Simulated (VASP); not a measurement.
# SiO2 (P4_32_12) in VASP: notebook

Aim: see how the results for SiO2 move with the level of theory and the settings. Levels: LDA, PBE, PBE+D4. Tasks: single point, relaxation of cell and atoms.

Everything below comes from runs of VASP 6.6.1. Logs are shortened: lines on timing, memory, paths and dates and some standing lists are left out, and cuts for length are marked.

### Step 1. The cell of the first run

It takes space group P4_32_12 (No. 96, tetragonal). Conventional cell: a = 4.948 Å, b = 4.948 Å, c = 6.878 Å, α = 90.00°, β = 90.00°, γ = 90.00°. Si (site symmetry 2) has 4 O at 1.61 Å within 2.1 Å. Within 2.1 Å of O (site symmetry 1) lie 2 Si at 1.61 Å.

### Step 2. Single point, LDA

Contents of INCAR:

```
  ALGO = Normal
  EDIFF = 1E-6
  ENCUT = 520
  ISIF = 2
  ISMEAR = -1
  LASPH = True
  LCHARG = False
  LREAL = False
  LWAVE = False
  NBANDS = 44
  NELM = 80
  PREC = Accurate
  SIGMA = 0.05
```

Contents of KPOINTS:

```
k-points
0
Gamma
  6 6 4
```

Contents of POSCAR:

```
SiO2
1.0
    4.9482031432      0.0000000000      0.0000000000
    0.0000000000      4.9482031432      0.0000000000
    0.0000000000      0.0000000000      6.8779796582
Si O
4 8
Direct
    0.8038722269      0.8038722269      0.5000000000
    0.6961277731      0.3038722269      0.2500000000
    0.3038722269      0.6961277731      0.7500000000
    0.1961277731      0.1961277731      0.0000000000
    0.7624864356      0.1123317513      0.4328524222
    0.8876682487      0.2375135644      0.0671475778
    0.1123317513      0.7624864356      0.5671475778
    0.2624864356      0.3876682487      0.8171475778
    0.2375135644      0.8876682487      0.9328524222
    0.7375135644      0.6123317513      0.3171475778
    0.3876682487      0.2624864356      0.1828524222
    0.6123317513      0.7375135644      0.6828524222
```

Potentials or basis: VASP PAW LDA potentials, release 64 (Si, O).

Started as:

```bash
$ cat potpaw_LDA.64/Si/POTCAR potpaw_LDA.64/O/POTCAR > POTCAR
$ mpirun -np 1 vasp_std > vasp.out
```

OUTCAR:

```text
EDIFF = 1E-6
   ENCUT = 520
   ISIF = 2
   ISMEAR = -1
   LASPH = True
   LREAL = False
   NELM = 80
   PREC = Accurate

 ion  position               nearest neighbor table
   1  0.804  0.804  0.500-   5 1.61   7 1.61  10 1.61  12 1.61   2 3.06   3 3.06   2 3.06   3 3.06

   2  0.696  0.304  0.250-  10 1.61  11 1.61   5 1.61   6 1.61   1 3.06   4 3.06   1 3.06   4 3.06

   3  0.304  0.696  0.750-   8 1.61  12 1.61   9 1.61   7 1.61   1 3.06   4 3.06   4 3.06   1 3.06

   4  0.196  0.196  0.000-   6 1.61   9 1.61   8 1.61  11 1.61   2 3.06   3 3.06   3 3.06   2 3.06

   5  0.762  0.112  0.433-   1 1.61   2 1.61
   6  0.888  0.238  0.067-   4 1.61   2 1.61
   7  0.112  0.762  0.567-   1 1.61   3 1.61
   8  0.262  0.388  0.817-   3 1.61   4 1.61
   9  0.238  0.888  0.933-   4 1.61   3 1.61
  10  0.738  0.612  0.317-   2 1.61   1 1.61
  11  0.388  0.262  0.183-   2 1.61   4 1.61
  12  0.612  0.738  0.683-   3 1.61   1 1.61

  LATTYP: Found a simple tetragonal cell.
 ALAT       =     4.9482031432
 C/A-ratio  =     1.3899954103

  Lattice vectors:

 A1 = (   4.9482031432,   0.0000000000,   0.0000000000)
 A2 = (   0.0000000000,   4.9482031432,   0.0000000000)
 A3 = (   0.0000000000,   0.0000000000,   6.8779796582)

Analysis of symmetry for initial positions (statically):
=====================================================================
 Subroutine PRICEL returns:
 Original cell was already a primitive cell.

 Routine SETGRP: Setting up the symmetry group for a
 simple tetragonal supercell.

 Subroutine GETGRP returns: Found  8 space group operations
 (whereof  2 operations were pure point group operations)
 out of a pool of 16 trial point group operations.

The static configuration has the point symmetry C_2 .
 The point group associated with its full space group is D_4 .

Analysis of symmetry for dynamics (positions and initial velocities):
=====================================================================
 Subroutine PRICEL returns:
 Original cell was already a primitive cell.

 Routine SETGRP: Setting up the symmetry group for a
 simple tetragonal supercell.

 Subroutine GETGRP returns: Found  8 space group operations
 (whereof  2 operations were pure point group operations)
 out of a pool of 16 trial point group operations.

The dynamic configuration has the point symmetry C_2 .
 The point group associated with its full space group is D_4 .

 Subroutine INISYM returns: Found  8 space group operations
 (whereof  2 operations are pure point group operations),
 and found     1 'primitive' translations

----------------------------------------------------------------------------------------

                                     Primitive cell

  volume of cell :     168.4054

  direct lattice vectors                    reciprocal lattice vectors
     4.948203143  0.000000000  0.000000000     0.202093562  0.000000000  0.000000000
     0.000000000  4.948203143  0.000000000     0.000000000  0.202093562  0.000000000
     0.000000000  0.000000000  6.877979658     0.000000000  0.000000000  0.145391532

  length of vectors
     4.948203143  4.948203143  6.877979658     0.202093562  0.202093562  0.145391532

  position of ions in fractional coordinates (direct lattice)
     0.803872227  0.803872227  0.500000000
     0.696127773  0.303872227  0.250000000
     0.303872227  0.696127773  0.750000000
     0.196127773  0.196127773  0.000000000
     0.762486436  0.112331751  0.432852422
     0.887668249  0.237513564  0.067147578
     0.112331751  0.762486436  0.567147578
     0.262486436  0.387668249  0.817147578
     0.237513564  0.887668249  0.932852422
     0.737513564  0.612331751  0.317147578
     0.387668249  0.262486436  0.182852422
     0.612331751  0.737513564  0.682852422

  ion indices of the primitive-cell ions
   primitive index   ion index
                 1           1
                 2           2
                 3           3
                 4           4
                 5           5
                 6           6
                 7           7
                 8           8
                 9           9
                10          10
                11          11
                12          12

----------------------------------------------------------------------------------------

 KPOINTS: k-points

Automatic generation of k-mesh.
 Grid dimensions read from file:
 generate k-points for:    6    6    4

 Generating k-lattice:

  Cartesian coordinates                     Fractional coordinates (reciprocal lattice)
     0.033682260  0.000000000  0.000000000     0.166666667  0.000000000  0.000000000
     0.000000000  0.033682260  0.000000000     0.000000000  0.166666667  0.000000000
     0.000000000  0.000000000  0.036347883     0.000000000  0.000000000  0.250000000

  Length of vectors
     0.033682260  0.033682260  0.036347883

  Shift w.r.t. Gamma in fractional coordinates (k-lattice)
     0.000000000  0.000000000  0.000000000

 Subroutine IBZKPT returns following result:
 ===========================================

 Found     30 irreducible k-points:

 Following reciprocal coordinates:
            Coordinates               Weight
  0.000000  0.000000  0.000000      1.000000
  0.166667  0.000000  0.000000      4.000000
  0.333333  0.000000  0.000000      4.000000
  0.500000  0.000000  0.000000      2.000000
  0.166667  0.166667  0.000000      4.000000
  0.333333  0.166667  0.000000      8.000000
[... 16 lines left out ...]
  0.333333  0.000000  0.500000      4.000000
  0.500000  0.000000  0.500000      2.000000
 [... further k-points ...]
   k-points           NKPTS =     30   k-points in BZ     NKDIM =     30   number of bands    NBANDS=     44
   number of dos      NEDOS =    301   number of ions     NIONS =     12
   total plane-waves  NPLWV =  86400
   dimension x,y,z NGX =    40 NGY =   40 NGZ =   54
   dimension x,y,z NGXF=    80 NGYF=   80 NGZF=  108
   ions per type =               4   8
   NGX,Y,Z   is equivalent  to a cutoff of  13.44, 13.44, 13.05 a.u.
   NGXF,Y,Z  is equivalent  to a cutoff of  26.88, 26.88, 26.10 a.u.
 SYSTEM =  unknown system
   PREC   = accura    normal or accurate (medium, high low for compatibility)
   ISTART =      0    job   : 0-new  1-cont  2-samecut
   ICHARG =      2    charge: 1-file 2-atom 10-const
   ISPIN  =      1    spin polarized calculation?
   LNONCOLLINEAR =      F non collinear calculations
   LSORBIT =      F    spin-orbit coupling
   LASPH  =      T    aspherical Exc in radial PAW
   ENCUT  =  520.0 eV  38.22 Ry    6.18 a.u.   9.20  9.20 12.79*2*pi/ulx,y,z
   NELM   =     80;   NELMIN=  2; NELMDL= -5     # of ELM steps
   EDIFF  = 0.1E-05   stopping-criterion for ELM
   LREAL  =      F    real-space projection
[... 7 lines left out ...]
   TEBEG  =    0.0;   TEEND  =   0.0 temperature during run
   PSTRESS=    0.0 pullay stress
   NELECT =      64.0000    total number of electrons
   NUPDOWN=      -1.0000    fix difference up-down
   EMIN   =  10.00;   EMAX   =-10.00  energy-range for DOS
   EFERMI =   0.00;   METHOD = LEGACY
   ISMEAR =    -1;   SIGMA  =   0.05  broadening in eV -4-tet -1-fermi 0-gaus
   EFERMI_NEDOS =   21; number of points for ismear=-14 and -15
   IALGO  =     38    algorithm
   IMIX   =      4    mixing-type and parameters
     AMIX     =   0.40;   BMIX     =  1.00
     AMIX_MAG =   1.60;   BMIX_MAG =  1.00
  volume/ion in A,a.u.               =      14.03        94.70
  Fermi-wavevector in a.u.,A,eV,Ry     =   1.185813  2.240862 19.131863  1.406152
  Thomas-Fermi vector in A             =   2.321999
   LORBIT       =      0    0 simple, 1 ext, 2 COOP (PROOUT), +10 PAW based schemes
   GGA     = CA    functional components
   LHFCALC =     F    Hartree Fock is set to
   AEXX    =    0.0000 exact exchange contribution
   IVDW    =     0    specifies the selected vdW correction
   LEPSILON=     F    determine dielectric tensor
   LRPA    =     F    only Hartree local field effects (RPA)
 non-spin polarized calculation
  energy-cutoff  :      520.00
  volume of cell :      168.41
 maximum number of plane-waves:      4560
 NGX is ok and might be reduce to    40
   NGX = 19   NGY = 19   NGZ = 25

 number of electron      63.9999967 magnetization

 Free energy of the ion-electron system (eV)
  ---------------------------------------------------
  ext. energy  EPLUGINS =         0.00000000
  ---------------------------------------------------
  free energy    TOTEN  =      -103.74604079 eV

  energy without entropy =     -103.74604079  energy(sigma->0) =     -103.74604079

 E-fermi :   1.1118     XC(G=0):  -9.1107

 val. band max:        0.0174566803   @ k =   0.0000   0.0000   0.0000
 cond. band min:       5.5671352559   @ k =   0.0000   0.0000   0.0000
 fundamental gap:      5.5496785756
 Fermi energy:         1.1117817152

 k-point     1 :       0.0000    0.0000    0.0000
  band No.  band energies     occupation
      1     -19.2561      2.00000
      2     -18.3100      2.00000
      3     -18.3100      2.00000
      4     -17.0836      2.00000
      5     -17.0312      2.00000
      6     -17.0239      2.00000
[... 36 lines left out ...]
     43      11.3019      0.00000
     44      11.4923      0.00000

 k-point     2 :       0.1667    0.0000    0.0000
  band No.  band energies     occupation
      1     -19.1951      2.00000
      2     -18.3710      2.00000
      3     -18.2381      2.00000
      4     -17.1241      2.00000
      5     -17.0884      2.00000
      6     -17.0467      2.00000
[... 36 lines left out ...]
     43      11.2720      0.00000
     44      11.4355      0.00000

 k-point     3 :       0.3333    0.0000    0.0000
  band No.  band energies     occupation
      1     -19.0253      2.00000
      2     -18.5443      2.00000
      3     -18.0332      2.00000
      4     -17.3957      2.00000
      5     -17.0982      2.00000
      6     -17.0832      2.00000
[... 36 lines left out ...]
     43      10.9181      0.00000
     44      11.5399      0.00000

 k-point     4 :       0.5000    0.0000    0.0000
  band No.  band energies     occupation
      1     -18.7866      2.00000
      2     -18.7866      2.00000
      3     -17.7307      2.00000
      4     -17.7307      2.00000
      5     -17.1011      2.00000
      6     -17.1011      2.00000
[... 882 lines left out ...]
     43      11.1481      0.00000
     44      11.1484      0.00000

 k-point    23 :       0.3333    0.0000    0.5000
  band No.  band energies     occupation
      1     -18.8437      2.00000
      2     -18.8437      2.00000
      3     -17.6756      2.00000
      4     -17.6756      2.00000
      5     -17.0718      2.00000
      6     -17.0718      2.00000
[... 36 lines left out ...]
     43      11.2535      0.00000
     44      11.2542      0.00000

 k-point    24 :       0.5000    0.0000    0.5000
  band No.  band energies     occupation
      1     -18.7793      2.00000
      2     -18.7793      2.00000
      3     -17.7559      2.00000
      4     -17.7559      2.00000
      5     -17.0821      2.00000
      6     -17.0821      2.00000
[... 36 lines left out ...]
     43      11.2569      0.00000
     44      11.2578      0.00000

 [... further k-points ...]

------------------------ aborting loop because EDIFF is reached ----------------------------------------

  FORCE on cell =-STRESS in cart. coord.  units (eV):
  Direction    XX          YY          ZZ          XY          YZ          ZX
  --------------------------------------------------------------------------------------
  -------------------------------------------------------------------------------------
  Total        0.6190908      0.6190908      0.5641839      0.0000000      0.0000000      0.0000000
  in kB        5.8899151      5.8899151      5.3675407      0.0000000      0.0000000      0.0000000
  external PRESSURE =       5.7157903 kB  Pullay stress =       0.0000000 kB

 VOLUME and BASIS-vectors are now :
 -----------------------------------------------------------------------------
  energy-cutoff  :      520.00
  volume of cell :      168.41
      direct lattice vectors                 reciprocal lattice vectors
     4.948203143  0.000000000  0.000000000     0.202093562  0.000000000  0.000000000
     0.000000000  4.948203143  0.000000000     0.000000000  0.202093562  0.000000000
     0.000000000  0.000000000  6.877979658     0.000000000  0.000000000  0.145391532

 POSITION                                       TOTAL-FORCE (eV/Angst)
 -----------------------------------------------------------------------------------
      3.97772      3.97772      3.43899         0.019606      0.019606      0.000000
      3.44458      1.50362      1.71949        -0.019606      0.019606      0.000000
      1.50362      3.44458      5.15848         0.019606     -0.019606     -0.000000
      0.97048      0.97048      0.00000        -0.019606     -0.019606      0.000000
      3.77294      0.55584      2.97715         0.002803      0.019263      0.020058
      4.39236      1.17527      0.46184        -0.019263     -0.002803     -0.020058
      0.55584      3.77294      3.90083         0.019263      0.002803     -0.020058
      1.29884      1.91826      5.62032         0.002803     -0.019263     -0.020058
      1.17527      4.39236      6.41614        -0.002803     -0.019263      0.020058
      3.64937      3.02994      2.18133        -0.002803      0.019263     -0.020058
      1.91826      1.29884      1.25766        -0.019263      0.002803      0.020058
      3.02994      3.64937      4.69665         0.019263     -0.002803      0.020058
 -----------------------------------------------------------------------------------
    total drift:                               -0.000000      0.000000     -0.000000

  FREE ENERGIE OF THE ION-ELECTRON SYSTEM (eV)
  ---------------------------------------------------
  free  energy   TOTEN  =      -103.7460407867 eV

  energy  without entropy=     -103.7460407867  energy(sigma->0) =     -103.74604079
```

Wall time 7 min (1 thread of Intel Xeon 8259CL, shared host); peak memory 0.31 GiB.

Results:

| Property | Result |
| --- | --- |
| Free energy | -103.7460 eV |
| Pressure | 0.6 GPa |
| Largest force | 0.028 eV/Å |
| Band gap on the k mesh | 5.55 eV |

Forces in eV/Å, atoms in the order of the input:
```
Si   0.020  0.020  0.000
Si  -0.020  0.020  0.000
Si   0.020 -0.020  0.000
Si  -0.020 -0.020  0.000
O    0.003  0.019  0.020
O   -0.019 -0.003 -0.020
O    0.019  0.003 -0.020
O    0.003 -0.019 -0.020
O   -0.003 -0.019  0.020
O   -0.003  0.019 -0.020
O   -0.019  0.003  0.020
O    0.019 -0.003  0.020
```

Levels at points of the mesh, in eV from the valence-band top:
| k point | band 30 | band 31 | band 32 | band 33 | band 34 | band 35 |
| --- | --- | --- | --- | --- | --- | --- |
| (0.00, 0.00, 0.00) | -0.31 | -0.31 | 0.00 | 5.55 | 8.60 | 8.60 |
| (0.50, 0.00, 0.00) | -0.66 | -0.50 | -0.50 | 7.61 | 7.61 | 9.01 |
| (0.50, 0.50, 0.00) | -0.60 | -0.54 | -0.54 | 8.53 | 8.53 | 8.69 |
| (0.00, 0.00, 0.50) | -0.55 | -0.40 | -0.40 | 6.82 | 6.82 | 9.17 |
| (0.50, 0.00, 0.50) | -0.94 | -0.18 | -0.18 | 7.99 | 7.99 | 8.76 |
| (0.50, 0.50, 0.50) | -0.61 | -0.61 | -0.61 | 9.04 | 9.04 | 9.04 |

(Continued in part 2 of 3.)
